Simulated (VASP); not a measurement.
# InSe (Fm-3m) in VASP: further runs

The runs below take InSe through single point, relaxation of cell and atoms, with PBE.

All numbers are computed with VASP 6.6.1; they aren't measurements. Logs are shortened: lines on timing, memory, paths and dates and some standing lists are left out, and cuts for length are marked.

### 1 The cell of the first run

The structure is cubic, space group Fm-3m (No. 225). The conventional cell has a = 5.926 Å, b = 5.926 Å, c = 5.926 Å, α = 90.00°, β = 90.00°, γ = 90.00°. In (site symmetry m-3m) has 6 Se at 2.96 Å within 3.9 Å. Se (site symmetry m-3m) has 6 In at 2.96 Å within 3.9 Å.

The cell was generated, and may not be a known phase.

### 2 Single point, PBE

Input file INCAR:

```
SYSTEM = InSe
PREC = Accurate
ENCUT = 520
EDIFF = 1E-6
ISMEAR = 0
SIGMA = 0.1
LREAL = .FALSE.
LASPH = .TRUE.
NELM = 100
ALGO = Normal
ISIF = 2
LWAVE = .FALSE.
LCHARG = .TRUE.
GGA = PE
LELF = .TRUE.
LVHAR = .TRUE.
NBANDS = 16
```

Input file KPOINTS:

```
Automatic mesh
0
G
  16 16 16
  0 0 0
```

Input file POSCAR:

```
InSe
1.0
    0.0000000000      2.9629279326      2.9629279326
    2.9629279326      0.0000000000      2.9629279326
    2.9629279326      2.9629279326      0.0000000000
In Se
1 1
Direct
    0.0000000000      0.0000000000      0.0000000000
    0.5000000000      0.5000000000      0.5000000000
```

Potentials or basis: VASP PAW PBE potentials, release 64 (In_d, Se).

Command:

```console
> cat potpaw_PBE.64/In_d/POTCAR potpaw_PBE.64/Se/POTCAR > POTCAR
> mpirun -np 1 vasp_std > vasp.out
```

OUTCAR:

```text
SYSTEM = InSe
   PREC = Accurate
   ENCUT = 520
   EDIFF = 1E-6
   ISMEAR = 0
   LREAL = .FALSE.
   LASPH = .TRUE.
   NELM = 100
   ISIF = 2
   GGA = PE

 ion  position               nearest neighbor table
   1  0.000  0.000  0.000-   2 2.96   2 2.96   2 2.96   2 2.96   2 2.96   2 2.96
   2  0.500  0.500  0.500-   1 2.96   1 2.96   1 2.96   1 2.96   1 2.96   1 2.96

  LATTYP: Found a face centered cubic cell.
 ALAT       =     5.9258558652

  Lattice vectors:

 A1 = (   0.0000000000,   2.9629279326,   2.9629279326)
 A2 = (   2.9629279326,   0.0000000000,   2.9629279326)
 A3 = (   2.9629279326,   2.9629279326,   0.0000000000)

Analysis of symmetry for initial positions (statically):
=====================================================================
 Subroutine PRICEL returns:
 Original cell was already a primitive cell.

 Routine SETGRP: Setting up the symmetry group for a
 face centered cubic supercell.

 Subroutine GETGRP returns: Found 48 space group operations
 (whereof 48 operations were pure point group operations)
 out of a pool of 48 trial point group operations.

The static configuration has the point symmetry O_h .

Analysis of symmetry for dynamics (positions and initial velocities):
=====================================================================
 Subroutine PRICEL returns:
 Original cell was already a primitive cell.

 Routine SETGRP: Setting up the symmetry group for a
 face centered cubic supercell.

 Subroutine GETGRP returns: Found 48 space group operations
 (whereof 48 operations were pure point group operations)
 out of a pool of 48 trial point group operations.

The dynamic configuration has the point symmetry O_h .

 Subroutine INISYM returns: Found 48 space group operations
 (whereof 48 operations are pure point group operations),
 and found     1 'primitive' translations

----------------------------------------------------------------------------------------

                                     Primitive cell

  volume of cell :      52.0227

  direct lattice vectors                    reciprocal lattice vectors
     0.000000000  2.962927933  2.962927933    -0.168751995  0.168751995  0.168751995
     2.962927933  0.000000000  2.962927933     0.168751995 -0.168751995  0.168751995
     2.962927933  2.962927933  0.000000000     0.168751995  0.168751995 -0.168751995

  length of vectors
     4.190212867  4.190212867  4.190212867     0.292287029  0.292287029  0.292287029

  position of ions in fractional coordinates (direct lattice)
     0.000000000  0.000000000  0.000000000
     0.500000000  0.500000000  0.500000000

  ion indices of the primitive-cell ions
   primitive index   ion index
                 1           1
                 2           2

----------------------------------------------------------------------------------------

 KPOINTS: Automatic mesh

Automatic generation of k-mesh.
 Grid dimensions read from file:
 generate k-points for:   16   16   16

 Generating k-lattice:

  Cartesian coordinates                     Fractional coordinates (reciprocal lattice)
    -0.010547000  0.010547000  0.010547000     0.062500000  0.000000000  0.000000000
     0.010547000 -0.010547000  0.010547000     0.000000000  0.062500000  0.000000000
     0.010547000  0.010547000 -0.010547000     0.000000000  0.000000000  0.062500000

  Length of vectors
     0.018267939  0.018267939  0.018267939

  Shift w.r.t. Gamma in fractional coordinates (k-lattice)
     0.000000000  0.000000000  0.000000000

 Subroutine IBZKPT returns following result:
 ===========================================

 Found    145 irreducible k-points:

 Following reciprocal coordinates:
            Coordinates               Weight
  0.000000  0.000000  0.000000      1.000000
  0.062500  0.000000  0.000000      8.000000
  0.125000  0.000000  0.000000      8.000000
  0.187500  0.000000  0.000000      8.000000
  0.250000  0.000000  0.000000      8.000000
  0.312500  0.000000  0.000000      8.000000
[... 16 lines left out ...]
 -0.125000  0.062500  0.000000     24.000000
 -0.062500  0.062500  0.000000     12.000000
 [... further k-points ...]
   k-points           NKPTS =    145   k-points in BZ     NKDIM =    145   number of bands    NBANDS=     16
   number of dos      NEDOS =    301   number of ions     NIONS =      2
   total plane-waves  NPLWV =  32768
   dimension x,y,z NGX =    32 NGY =   32 NGZ =   32
   dimension x,y,z NGXF=    64 NGYF=   64 NGZF=   64
   ions per type =               1   1
   NGX,Y,Z   is equivalent  to a cutoff of  12.70, 12.70, 12.70 a.u.
   NGXF,Y,Z  is equivalent  to a cutoff of  25.39, 25.39, 25.39 a.u.
 SYSTEM =  InSe
   PREC   = accura    normal or accurate (medium, high low for compatibility)
   ISTART =      0    job   : 0-new  1-cont  2-samecut
   ICHARG =      2    charge: 1-file 2-atom 10-const
   ISPIN  =      1    spin polarized calculation?
   LNONCOLLINEAR =      F non collinear calculations
   LSORBIT =      F    spin-orbit coupling
   LASPH  =      T    aspherical Exc in radial PAW
   ENCUT  =  520.0 eV  38.22 Ry    6.18 a.u.   7.79  7.79  7.79*2*pi/ulx,y,z
   NELM   =    100;   NELMIN=  2; NELMDL= -5     # of ELM steps
   EDIFF  = 0.1E-05   stopping-criterion for ELM
   LREAL  =      F    real-space projection
   EDIFFG = 0.1E-04   stopping-criterion for IOM
   NSW    =      0    number of steps for IOM
   IBRION =     -1    ionic relax: 0-MD 1-quasi-New 2-CG
   NFREE  =      0    steps in history (QN), initial steepest desc. (CG)
   ISIF   =      2    stress and relaxation
   ISYM   =      2    0-nonsym 1-usesym 2-fastsym
   POTIM  = 0.5000    time-step for ionic-motion
   TEBEG  =    0.0;   TEEND  =   0.0 temperature during run
   PSTRESS=    0.0 pullay stress
   NELECT =      19.0000    total number of electrons
   NUPDOWN=      -1.0000    fix difference up-down
   EMIN   =  10.00;   EMAX   =-10.00  energy-range for DOS
   EFERMI =   0.00;   METHOD = LEGACY
   ISMEAR =     0;   SIGMA  =   0.10  broadening in eV -4-tet -1-fermi 0-gaus
   EFERMI_NEDOS =   21; number of points for ismear=-14 and -15
   IALGO  =     38    algorithm
   IMIX   =      4    mixing-type and parameters
     AMIX     =   0.40;   BMIX     =  1.00
     AMIX_MAG =   1.60;   BMIX_MAG =  1.00
  volume/ion in A,a.u.               =      26.01       175.53
  Fermi-wavevector in a.u.,A,eV,Ry     =   1.170204  2.211365 18.631513  1.369378
  Thomas-Fermi vector in A             =   2.306666
   LORBIT       =      0    0 simple, 1 ext, 2 COOP (PROOUT), +10 PAW based schemes
   GGA     = PE    functional components
   LHFCALC =     F    Hartree Fock is set to
   AEXX    =    0.0000 exact exchange contribution
   IVDW    =     0    specifies the selected vdW correction
   LEPSILON=     F    determine dielectric tensor
   LRPA    =     F    only Hartree local field effects (RPA)
 non-spin polarized calculation
 Gauss-broadening in eV      SIGMA  =   0.10
  energy-cutoff  :      520.00
  volume of cell :       52.02
 maximum number of plane-waves:      1424
   NGX = 15   NGY = 15   NGZ = 15

 number of electron      19.0000006 magnetization

 Free energy of the ion-electron system (eV)
  ---------------------------------------------------
  ext. energy  EPLUGINS =         0.00000000
  ---------------------------------------------------
  free energy    TOTEN  =        -6.93413005 eV

  energy without entropy =       -6.92963987  energy(sigma->0) =       -6.93188496

 E-fermi :   5.6016     XC(G=0):  -9.6633

 val. band max:        5.5621953197   @ k =   0.2500   0.1875   0.0000
 cond. band min:       5.6257150954   @ k =   0.1875   0.1875   0.0000
 fundamental gap:      0.0635197757
 Fermi energy:         5.6016065435

 k-point     1 :       0.0000    0.0000    0.0000
  band No.  band energies     occupation
      1      -9.0533      2.00000
      2      -9.0533      2.00000
      3      -9.0460      2.00000
      4      -9.0460      2.00000
      5      -9.0460      2.00000
      6      -8.3539      2.00000
[... 8 lines left out ...]
     15      12.0889      0.00000
     16      12.0889      0.00000

 k-point     2 :       0.0625    0.0000    0.0000
  band No.  band energies     occupation
      1      -9.0545      2.00000
      2      -9.0545      2.00000
      3      -9.0459      2.00000
      4      -9.0447      2.00000
      5      -9.0447      2.00000
      6      -8.3281      2.00000
[... 8 lines left out ...]
     15      12.2755      0.00000
     16      12.3512      0.00000

 k-point     3 :       0.1250    0.0000    0.0000
  band No.  band energies     occupation
      1      -9.0585      2.00000
      2      -9.0585      2.00000
      3      -9.0459      2.00000
      4      -9.0405      2.00000
      5      -9.0405      2.00000
      6      -8.2528      2.00000
[... 8 lines left out ...]
     15      12.5549      0.00000
     16      12.5549      0.00000

 k-point     4 :       0.1875    0.0000    0.0000
  band No.  band energies     occupation
      1      -9.0649      2.00000
      2      -9.0649      2.00000
      3      -9.0461      2.00000
      4      -9.0338      2.00000
      5      -9.0338      2.00000
      6      -8.1344      2.00000
[... 8 lines left out ...]
     15      12.9600      0.00000
     16      12.9600      0.00000
[... 324 lines left out ...]
 k-point    22 :      -0.1875    0.0625    0.0000
  band No.  band energies     occupation
      1      -9.0707      2.00000
      2      -9.0705      2.00000
      3      -9.0462      2.00000
      4      -9.0334      2.00000
      5      -9.0289      2.00000
      6      -8.0591      2.00000
[... 8 lines left out ...]
     15      12.7946      0.00000
     16      13.7466      0.00000

 k-point    23 :      -0.1250    0.0625    0.0000
  band No.  band energies     occupation
      1      -9.0637      2.00000
      2      -9.0617      2.00000
      3      -9.0463      2.00000
      4      -9.0397      2.00000
      5      -9.0358      2.00000
      6      -8.1919      2.00000
[... 8 lines left out ...]
     15      12.6351      0.00000
     16      13.2146      0.00000

 k-point    24 :      -0.0625    0.0625    0.0000
  band No.  band energies     occupation
      1      -9.0582      2.00000
      2      -9.0558      2.00000
      3      -9.0463      2.00000
      4      -9.0435      2.00000
      5      -9.0413      2.00000
      6      -8.2846      2.00000
[... 8 lines left out ...]
     15      12.5572      0.00000
     16      12.7692      0.00000

 [... further k-points ...]

------------------------ aborting loop because EDIFF is reached ----------------------------------------

  FORCE on cell =-STRESS in cart. coord.  units (eV):
  Direction    XX          YY          ZZ          XY          YZ          ZX
  --------------------------------------------------------------------------------------
  -------------------------------------------------------------------------------------
  Total       -0.0037581     -0.0037581     -0.0037581      0.0000000      0.0000000     -0.0000000
  in kB       -0.1157411     -0.1157411     -0.1157411      0.0000000      0.0000000     -0.0000000
  external PRESSURE =      -0.1157411 kB  Pullay stress =       0.0000000 kB

 VOLUME and BASIS-vectors are now :
 -----------------------------------------------------------------------------
  energy-cutoff  :      520.00
  volume of cell :       52.02
      direct lattice vectors                 reciprocal lattice vectors
     0.000000000  2.962927933  2.962927933    -0.168751995  0.168751995  0.168751995
     2.962927933  0.000000000  2.962927933     0.168751995 -0.168751995  0.168751995
     2.962927933  2.962927933  0.000000000     0.168751995  0.168751995 -0.168751995

 POSITION                                       TOTAL-FORCE (eV/Angst)
 -----------------------------------------------------------------------------------
      0.00000      0.00000      0.00000         0.000000      0.000000      0.000000
      2.96293      2.96293      2.96293        -0.000000     -0.000000     -0.000000
 -----------------------------------------------------------------------------------
    total drift:                                0.000000     -0.000000     -0.000000

  FREE ENERGIE OF THE ION-ELECTRON SYSTEM (eV)
  ---------------------------------------------------
  free  energy   TOTEN  =        -6.9341300506 eV

  energy  without entropy=       -6.9296398701  energy(sigma->0) =       -6.93188496
```

Run time: 30 s. Hardware: 1 thread of Intel Xeon 6975P-C (Granite Rapids), shared host; peak memory 0.26 GiB.

Results:

```
Free energy            : -6.9341 eV
Pressure               : 0.0 GPa
Band gap on the k mesh : zero (an odd number of electrons rules out a gap without spin polarisation)
```

Levels at points of the mesh, in eV from the Fermi level:
```tsv
k point	band 8	band 9	band 10	band 11	band 12	band 13
(0.00, 0.00, 0.00)	-2.07	-2.07	-2.07	6.30	6.30	6.30
(0.50, 0.00, 0.00)	-1.84	-1.84	0.92	2.33	2.70	2.70
(0.50, 0.50, 0.00)	-3.69	-3.45	-3.45	3.51	7.04	7.04
```

Caveat: spin-orbit coupling is left out, which moves the levels of the heavy elements.

### 3 Relaxation of cell and atoms, PBE

This run uses another cell than the first one, of 26.52 Å³/atom.

Input file INCAR:

```
SYSTEM = InSe
  ALGO = Normal
  EDIFF = 1E-7
  EDIFFG = -0.01
  ENCUT = 600
  GGA = PE
  IBRION = 2
  ISIF = 3
  ISMEAR = 0
  LASPH = .TRUE.
  LCHARG = .FALSE.
  LREAL = .FALSE.
  LWAVE = .FALSE.
  NELM = 100
  NSW = 100
  PREC = Accurate
  SIGMA = 0.1
```

Input file KPOINTS:

```
k-points
0
G
  16 16 16
  0 0 0
```

Input file POSCAR:

```
InSe
1.0
    0.0000000000      2.9821716100      2.9821716100
    2.9821716100      0.0000000000      2.9821716100
    2.9821716100      2.9821716100      0.0000000000
In Se
1 1
Direct
    0.0000000000      0.0000000000      0.0000000000
    0.5000000000      0.5000000000      0.5000000000
```

Potentials or basis: VASP PAW PBE potentials, release 64 (In_d, Se).

Command:

```console
> cat potpaw_PBE.64/In_d/POTCAR potpaw_PBE.64/Se/POTCAR > POTCAR
> mpirun -np 1 vasp_std > vasp.out
```

It took 94 s on 1 thread of Intel Xeon 6975P-C (Granite Rapids), shared host; peak memory 0.32 GiB.

Results (log left out):

```yaml
Free_energy: -6.9342 eV
Relaxed_volume: 26.02 Å³/atom
Relaxed_cell: a = 4.191 Å, b = 4.191 Å, c = 4.191 Å, α = 60.00°, β = 60.00°, γ = 60.00°
Space_group_after_relaxing_to_0.1_Å: Fm-3m (No. 225)
Energy_gained_by_relaxing: 1.4 meV/atom
Ionic_steps: 3
Pressure_after_relaxing: 0.0 GPa
Band_gap_on_the_k_mesh: zero (an odd number of electrons rules out a gap without spin polarisation)
```

The path:
```
step  energy change (eV)  largest force (eV/Å)  pressure (GPa)  volume (Å³)
   1              0.0000                0.0000           -0.89        53.04
   2             -0.0028                0.0000            0.12        51.92
   3             -0.0028                0.0000            0.00        52.05
```

Final structure:
```
In Se
1.0
     0.00000    2.96343    2.96343
     2.96343    0.00000    2.96343
     2.96343    2.96343    0.00000
In Se
1 1
Direct
  0.00000 0.00000 0.00000
  0.50000 0.50000 0.50000
```

Levels at points of the mesh, in eV from the Fermi level:
```
           k point  band 8  band 9  band 10  band 11  band 12  band 13
(0.00, 0.00, 0.00)   -2.07   -2.07    -2.07     6.30     6.30     6.30
(0.50, 0.00, 0.00)   -1.84   -1.84     0.93     2.32     2.70     2.70
(0.50, 0.50, 0.00)   -3.69   -3.44    -3.44     3.51     7.04     7.05
```

Caveat: spin-orbit coupling is left out, which moves the levels of the heavy elements.

The gap in the log of VASP goes by the Fermi energy; the results here count the filled bands.